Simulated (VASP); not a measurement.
# H6C2O in VASP: single point with PBE

Aim: the single point of H6C2O with PBE.

All numbers are computed with VASP 6.6.1; they aren't measurements. Logs are shortened: lines on timing, memory, paths and dates and some standing lists are left out, and cuts for length are marked.

### Step 1. The cell of the first run

The cell holds a disordered packing, 36 atoms: a = 7.294 Å, b = 7.294 Å, c = 7.294 Å, α = 90.00°, β = 90.00°, γ = 90.00°.

### Step 2. Single point, PBE

Contents of INCAR:

```
ALGO     = Normal         # electronic algorithm
EDIFF    = 1E-6           # SCF threshold, eV
ENCUT    = 1000           # plane-wave cutoff, eV
GGA      = PE             # functional
GGA_COMPAT= F            
ISIF     = 2              # what is computed and relaxed
ISMEAR   = -1             # smearing method
LASPH    = T              # aspherical terms in the spheres
LCHARG   = F              # write CHGCAR
LREAL    = Auto         
LWAVE    = F              # write WAVECAR
NBANDS   = 64             # bands
NELM     = 120            # most SCF steps
PREC     = Accurate       # precision mode
SIGMA    = 0.05           # smearing width, eV
```

Contents of KPOINTS:

```
k-points
0
Gamma
  1 1 1
```

Contents of POSCAR:

```
H6C2O
1.0
    7.2936330000      0.0000000000      0.0000000000
    0.0000000000      7.2936330000      0.0000000000
    0.0000000000      0.0000000000      7.2936330000
C O H
8 4 24
Direct
    0.8184176168      0.7957741065      0.6135138732
    0.8780511400      0.9406191561      0.4775285724
    0.3824900918      0.7276323690      0.0204403043
    0.2471606948      0.8820264215      0.0524477639
    0.4868148261      0.4429119488      0.4153834032
    0.2944292494      0.4225223601      0.4904379104
    0.6244391675      0.2584281186      0.9077150804
    0.8093709278      0.3330741184      0.9642936880
    0.7381777527      0.9669800829      0.3430691149
    0.0672532670      0.8169709391      0.0102571387
    0.2391991022      0.2354229136      0.4644688887
    0.9152467478      0.1836088996      1.0434615270
    0.7891052447      1.0446258151      0.2468805132
    0.9034679448      1.0714112224      0.5523829796
    1.0081612824      0.8998250856      0.4114530449
    0.9246925283      0.7749852195      0.7184707817
    0.6905013315      0.8361010998      0.6830325744
    0.7939164507      0.6648743018      0.5426226923
   -0.0135573548      0.9237571465      0.0069773770
    0.2555192530      0.9288407849      0.1962715590
    0.2827170253      1.0000963128     -0.0359451772
    0.5184435608      0.7635733908      0.0737372840
    0.3353510376      0.6043053304      0.0927686200
    0.3936562553      0.6955274763     -0.1260850392
    0.1209900085      0.2174827253      0.5233506712
    0.2909650836      0.4595527672      0.6373178150
    0.1996718946      0.5163035477      0.4181475983
    0.5300853006      0.5869661112      0.4183409602
    0.5842829742      0.3604557076      0.4951913364
    0.4917533109      0.3952924791      0.2728584001
    1.0333354972      0.2321543319      1.0820530210
    0.8831432785      0.3915029689      0.8453222247
    0.7946659228      0.4429634972      1.0674385857
    0.5344599023      0.3716691995      0.8645503975
    0.6359910209      0.1612050035      0.7930109962
    0.5582901624      0.1879933409      1.0236238189
```

Potentials or basis: VASP PAW PBE potentials, release 64 (C_h, O_h, H_h).

Run with:

```console
$ cat potpaw_PBE.64/C_h/POTCAR potpaw_PBE.64/O_h/POTCAR potpaw_PBE.64/H_h/POTCAR > POTCAR
$ mpirun -np 1 vasp_gam > vasp.out
```

OUTCAR:

```text
EDIFF = 1E-6
   ENCUT = 1000
   GGA = PE
   ISIF = 2
   ISMEAR = -1
   LASPH = T
   LREAL = Auto
   NELM = 120
   PREC = Accurate

 ion  position               nearest neighbor table
   1  0.818  0.796  0.614-  16 1.10  18 1.10  17 1.10   2 1.51
   2  0.878  0.941  0.478-  15 1.11  14 1.11   9 1.43   1 1.51
   3  0.382  0.728  0.020-  22 1.10  24 1.10  23 1.10   4 1.52
   4  0.247  0.882  0.052-  20 1.10  21 1.11  10 1.43   3 1.52
   5  0.487  0.443  0.415-  30 1.10  28 1.10  29 1.10   6 1.51
   6  0.294  0.423  0.490-  26 1.11  27 1.11  11 1.44   5 1.51
   7  0.624  0.258  0.908-  35 1.10  36 1.10  34 1.10   8 1.51
   8  0.809  0.333  0.964-  33 1.10  32 1.11  12 1.46   7 1.51
   9  0.738  0.967  0.343-  13 0.98   2 1.43
  10  0.067  0.817  0.010-  19 0.98   4 1.43
  11  0.239  0.235  0.464-  25 0.97   6 1.44
  12  0.915  0.184  0.043-  31 0.97   8 1.46
  13  0.789  0.045  0.247-   9 0.98
  14  0.903  0.071  0.552-   2 1.11
  15  0.008  0.900  0.411-   2 1.11
  16  0.925  0.775  0.718-   1 1.10
  17  0.691  0.836  0.683-   1 1.10
  18  0.794  0.665  0.543-   1 1.10
[... 16 lines left out ...]
  35  0.636  0.161  0.793-   7 1.10
  36  0.558  0.188  0.024-   7 1.10

  LATTYP: Found a simple cubic cell.
 ALAT       =     7.2936330000

  Lattice vectors:

 A1 = (   7.2936330000,   0.0000000000,   0.0000000000)
 A2 = (   0.0000000000,   7.2936330000,   0.0000000000)
 A3 = (   0.0000000000,   0.0000000000,   7.2936330000)

Analysis of symmetry for initial positions (statically):
=====================================================================
 Subroutine PRICEL returns:
 Original cell was already a primitive cell.

 Routine SETGRP: Setting up the symmetry group for a
 simple cubic supercell.

 Subroutine GETGRP returns: Found  1 space group operations
 (whereof  1 operations were pure point group operations)
 out of a pool of 48 trial point group operations.

The static configuration has the point symmetry C_1 .

Analysis of symmetry for dynamics (positions and initial velocities):
=====================================================================
 Subroutine PRICEL returns:
 Original cell was already a primitive cell.

 Routine SETGRP: Setting up the symmetry group for a
 simple cubic supercell.

 Subroutine GETGRP returns: Found  1 space group operations
 (whereof  1 operations were pure point group operations)
 out of a pool of 48 trial point group operations.

The dynamic configuration has the point symmetry C_1 .

 Subroutine INISYM returns: Found  1 space group operations
 (whereof  1 operations are pure point group operations),
 and found     1 'primitive' translations

----------------------------------------------------------------------------------------

                                     Primitive cell

  volume of cell :     388.0000

  direct lattice vectors                    reciprocal lattice vectors
     7.293633000  0.000000000  0.000000000     0.137105884  0.000000000  0.000000000
     0.000000000  7.293633000  0.000000000     0.000000000  0.137105884  0.000000000
     0.000000000  0.000000000  7.293633000     0.000000000  0.000000000  0.137105884

  length of vectors
     7.293633000  7.293633000  7.293633000     0.137105884  0.137105884  0.137105884

  position of ions in fractional coordinates (direct lattice)
     0.818417617  0.795774106  0.613513873
     0.878051140  0.940619156  0.477528572
     0.382490092  0.727632369  0.020440304
     0.247160695  0.882026422  0.052447764
     0.486814826  0.442911949  0.415383403
     0.294429249  0.422522360  0.490437910
[... 28 lines left out ...]
     0.635991021  0.161205004  0.793010996
     0.558290162  0.187993341  0.023623819

  ion indices of the primitive-cell ions
   primitive index   ion index
                 1           1
                 2           2
                 3           3
                 4           4
                 5           5
                 6           6
[... 28 lines left out ...]
                35          35
                36          36

----------------------------------------------------------------------------------------

 KPOINTS: k-points

Automatic generation of k-mesh.
 Grid dimensions read from file:
 generate k-points for:    1    1    1

 Generating k-lattice:

  Cartesian coordinates                     Fractional coordinates (reciprocal lattice)
     0.137105884  0.000000000  0.000000000     1.000000000  0.000000000  0.000000000
     0.000000000  0.137105884  0.000000000     0.000000000  1.000000000  0.000000000
     0.000000000  0.000000000  0.137105884     0.000000000  0.000000000  1.000000000

  Length of vectors
     0.137105884  0.137105884  0.137105884

  Shift w.r.t. Gamma in fractional coordinates (k-lattice)
     0.000000000  0.000000000  0.000000000

 Subroutine IBZKPT returns following result:
 ===========================================

 Found      1 irreducible k-points:

 Following reciprocal coordinates:
            Coordinates               Weight
  0.000000  0.000000  0.000000      1.000000
   k-points           NKPTS =      1   k-points in BZ     NKDIM =      1   number of bands    NBANDS=     64
   number of dos      NEDOS =    301   number of ions     NIONS =     36
   total plane-waves  NPLWV = 512000
   dimension x,y,z NGX =    80 NGY =   80 NGZ =   80
   dimension x,y,z NGXF=   160 NGYF=  160 NGZF=  160
   ions per type =               8   4  24
   NGX,Y,Z   is equivalent  to a cutoff of  18.23, 18.23, 18.23 a.u.
   NGXF,Y,Z  is equivalent  to a cutoff of  36.47, 36.47, 36.47 a.u.
 SYSTEM =  unknown system
   PREC   = accura    normal or accurate (medium, high low for compatibility)
   ISTART =      0    job   : 0-new  1-cont  2-samecut
   ICHARG =      2    charge: 1-file 2-atom 10-const
   ISPIN  =      1    spin polarized calculation?
   LNONCOLLINEAR =      F non collinear calculations
   LSORBIT =      F    spin-orbit coupling
   LASPH  =      T    aspherical Exc in radial PAW
   ENCUT  = 1000.0 eV  73.50 Ry    8.57 a.u.  18.81 18.81 18.81*2*pi/ulx,y,z
   NELM   =    120;   NELMIN=  2; NELMDL= -5     # of ELM steps
   EDIFF  = 0.1E-05   stopping-criterion for ELM
   LREAL  =      T    real-space projection
   EDIFFG = 0.1E-04   stopping-criterion for IOM
   NSW    =      0    number of steps for IOM
   IBRION =     -1    ionic relax: 0-MD 1-quasi-New 2-CG
   NFREE  =      0    steps in history (QN), initial steepest desc. (CG)
   ISIF   =      2    stress and relaxation
   ISYM   =      2    0-nonsym 1-usesym 2-fastsym
   POTIM  = 0.5000    time-step for ionic-motion
   TEBEG  =    0.0;   TEEND  =   0.0 temperature during run
   PSTRESS=    0.0 pullay stress
   NELECT =      80.0000    total number of electrons
   NUPDOWN=      -1.0000    fix difference up-down
   EMIN   =  10.00;   EMAX   =-10.00  energy-range for DOS
   EFERMI =   0.00;   METHOD = LEGACY
   ISMEAR =    -1;   SIGMA  =   0.05  broadening in eV -4-tet -1-fermi 0-gaus
   EFERMI_NEDOS =   21; number of points for ismear=-14 and -15
   IALGO  =     38    algorithm
   IMIX   =      4    mixing-type and parameters
     AMIX     =   0.40;   BMIX     =  1.00
     AMIX_MAG =   1.60;   BMIX_MAG =  1.00
  volume/ion in A,a.u.               =      10.78        72.73
  Fermi-wavevector in a.u.,A,eV,Ry     =   0.967151  1.827650 12.726630  0.935381
  Thomas-Fermi vector in A             =   2.097013
   LORBIT       =      0    0 simple, 1 ext, 2 COOP (PROOUT), +10 PAW based schemes
   GGA     = PE    functional components
   LHFCALC =     F    Hartree Fock is set to
   AEXX    =    0.0000 exact exchange contribution
   IVDW    =     0    specifies the selected vdW correction
   LEPSILON=     F    determine dielectric tensor
   LRPA    =     F    only Hartree local field effects (RPA)
 non-spin polarized calculation
  energy-cutoff  :     1000.00
  volume of cell :      388.00
 maximum number of plane-waves:     13913
 NGX is ok and might be reduce to    80
   NGX = 37   NGY = 37   NGZ = 37

 number of electron      79.9999999 magnetization

 Free energy of the ion-electron system (eV)
  ---------------------------------------------------
  ext. energy  EPLUGINS =         0.00000000
  ---------------------------------------------------
  free energy    TOTEN  =      -188.45337390 eV

  energy without entropy =     -188.45337390  energy(sigma->0) =     -188.45337390

 E-fermi :  -1.3621     XC(G=0):  -6.5067

 val. band max:       -2.6111737830   @ k =   0.0000   0.0000   0.0000
 cond. band min:       1.9935637572   @ k =   0.0000   0.0000   0.0000
 fundamental gap:      4.6047375402
 Fermi energy:        -1.3621117779

 k-point     1 :       0.0000    0.0000    0.0000
  band No.  band energies     occupation
      1     -22.8054      2.00000
      2     -22.1415      2.00000
      3     -21.8065      2.00000
      4     -21.7771      2.00000
      5     -15.6551      2.00000
      6     -15.2510      2.00000
[... 44 lines left out ...]
     51       5.6195      0.00000
     52       5.7967      0.00000
 [bands above 52 left out]

------------------------ aborting loop because EDIFF is reached ----------------------------------------

  FORCE on cell =-STRESS in cart. coord.  units (eV):
  Direction    XX          YY          ZZ          XY          YZ          ZX
  --------------------------------------------------------------------------------------
  -------------------------------------------------------------------------------------
  Total        0.8536155     -0.0991416      0.1975894      0.1413099      0.1262182     -0.0496313
  in kB        3.5248540     -0.4093878      0.8159105      0.5835144      0.5211957     -0.2049438
  external PRESSURE =       1.3104589 kB  Pullay stress =       0.0000000 kB

 VOLUME and BASIS-vectors are now :
 -----------------------------------------------------------------------------
  energy-cutoff  :     1000.00
  volume of cell :      388.00
      direct lattice vectors                 reciprocal lattice vectors
     7.293633000  0.000000000  0.000000000     0.137105884  0.000000000  0.000000000
     0.000000000  7.293633000  0.000000000     0.000000000  0.137105884  0.000000000
     0.000000000  0.000000000  7.293633000     0.000000000  0.000000000  0.137105884

 POSITION                                       TOTAL-FORCE (eV/Angst)
 -----------------------------------------------------------------------------------
      5.96924      5.80408      4.47475        -0.031938     -0.047649      0.032791
      6.40418      6.86053      3.48292        -0.013511      0.015011     -0.063318
      2.78974      5.30708      0.14908        -0.025069      0.022219      0.008199
      1.80270      6.43318      0.38253         0.094447      0.001788     -0.010367
      3.55065      3.23044      3.02965        -0.000834     -0.017945      0.014555
      2.14746      3.08172      3.57707         0.017377      0.022055      0.008077
[... 28 lines left out ...]
      4.63869      1.17577      5.78393         0.002991      0.036055      0.077400
      4.07196      1.37115      0.17230         0.023370      0.039292     -0.063850
 -----------------------------------------------------------------------------------
    total drift:                                0.002135      0.004723      0.001844

  FREE ENERGIE OF THE ION-ELECTRON SYSTEM (eV)
  ---------------------------------------------------
  free  energy   TOTEN  =      -188.4533738960 eV

  energy  without entropy=     -188.4533738960  energy(sigma->0) =     -188.45337390
```

Wall time 76 s (1 thread of AMD EPYC 9R45 (Zen 5), shared host); peak memory 0.9 GiB.

Results:

| Property | Result |
| --- | --- |
| Free energy | -188.4534 eV |
| Pressure | 0.1 GPa |
| Largest force | 0.165 eV/Å |
| Band gap on the k mesh | 4.60 eV |

Forces in eV/Å, atoms in the order of the input:
```
C   -0.032 -0.048  0.033
C   -0.014  0.015 -0.063
C   -0.025  0.022  0.008
C    0.094  0.002 -0.010
C   -0.001 -0.018  0.015
C    0.017  0.022  0.008
C   -0.050 -0.015 -0.025
C    0.044  0.046  0.025
O   -0.007 -0.085  0.141
O   -0.065  0.042 -0.044
O   -0.076  0.009 -0.036
O    0.001  0.084 -0.015
H    0.058  0.091 -0.103
H   -0.017 -0.020  0.011
H   -0.027  0.021  0.045
H   -0.047 -0.001 -0.040
H    0.053 -0.033 -0.071
H    0.031  0.055  0.021
H    0.025 -0.021  0.013
H   -0.005 -0.005  0.004
H   -0.001  0.000  0.010
H    0.012  0.003 -0.007
H   -0.003 -0.016 -0.004
H    0.002 -0.004 -0.041
H    0.022 -0.020 -0.019
H   -0.016 -0.025 -0.013
H   -0.014  0.014  0.002
H   -0.012 -0.005  0.011
H   -0.017  0.000 -0.014
H    0.002  0.013  0.007
H   -0.051  0.001  0.070
H   -0.014 -0.071  0.125
H    0.016 -0.050 -0.066
H    0.088 -0.079  0.011
H    0.003  0.036  0.077
H    0.023  0.039 -0.064
```

Levels at points of the mesh, in eV from the valence-band top:
| k point | band 37 | band 38 | band 39 | band 40 | band 41 | band 42 | band 43 | band 44 |
| --- | --- | --- | --- | --- | --- | --- | --- | --- |
| (0.00, 0.00, 0.00) | -1.07 | -0.43 | -0.12 | 0.00 | 4.60 | 6.03 | 6.24 | 6.31 |

Caveat: the k points lie up to 0.86 Å⁻¹ apart.
